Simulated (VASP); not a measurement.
C, 2 atoms in the cell. Symmetry: Fd-3m, No. 227, cubic system. Conventional cell: a = 3.554 Å, b = 3.554 Å, c = 3.554 Å, α = 90.00°, β = 90.00°, γ = 90.00°. Within 2.1 Å of C (site symmetry -43m) lie 4 C at 1.54 Å. 

* Program: VASP 6.6.1
* Task: single point
* Functional: r2SCAN
* Potentials or basis: VASP PAW PBE potentials, release 64 (C)
* Cutoff: 660 eV
* k mesh: 12 × 12 × 12
* Occupations: gaussian, width 0.02 eV
* Spin: no spin polarisation
* Dipole correction: no
* Further INCAR settings: ALGO = Normal; EDIFF = 1e-06; NBANDS = 11

Potentials or basis: VASP PAW PBE potentials, release 64 (C).

Launch:

```bash
$ cat potpaw_PBE.64/C/POTCAR > POTCAR
$ cp INCAR.step1 INCAR
$ mpirun -np 1 vasp_std > vasp.out
$ cp INCAR.step2 INCAR
$ mpirun -np 1 vasp_std > vasp.out
```

Hardware: 1 thread of AMD EPYC 7R43 64-Core Processor (Zen 3), with other jobs on the host.

**Question.** Estimate the wall time of this run.

**Answer.** Run time: 52 s on 1 thread of AMD EPYC 7R43 64-Core Processor (Zen 3), on a shared host, peak memory 0.1 GiB. Counts: k points 72.
